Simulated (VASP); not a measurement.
Crystal: SiC (rocksalt type).

```
Si C
1.0
     0.00000    1.80780    1.80780
     1.80780    0.00000    1.80780
     1.80780    1.80780    0.00000
Si C
1 1
Direct
  0.00000 0.00000 0.00000
  0.50000 0.50000 0.50000
```

This cell differs from its parent crystal: volume scaled by 0.72.

Base run:

```yaml
Program: VASP 6.6.1
Functional: PBEsol
Potentials_or_basis: VASP PAW PBE potentials, release 64 (Si, C)
Cutoff: 520 eV
k_mesh: 17 × 17 × 17
Occupations: fermi-dirac, width 0.08 eV
Spin: no spin polarisation
```

Its results: band gap on the k mesh 0.62 eV, indirect (least direct gap 6.41 eV); pressure 172.6 GPa.

Question: The run is repeated on the same cell with these changes: functional from PBEsol to LDA; potentials or basis from VASP PAW PBE potentials, release 64 (Si, C) to VASP PAW LDA potentials, release 64 (Si, C). What comes out?

Answer: Band gap on the k mesh 0.75 eV, indirect (least direct gap 6.49 eV); pressure 161.5 GPa.

Caveats: the PAW data sets were made with another functional, which shifts forces and pressure a little (some runs).

A k mesh can miss the band edges.
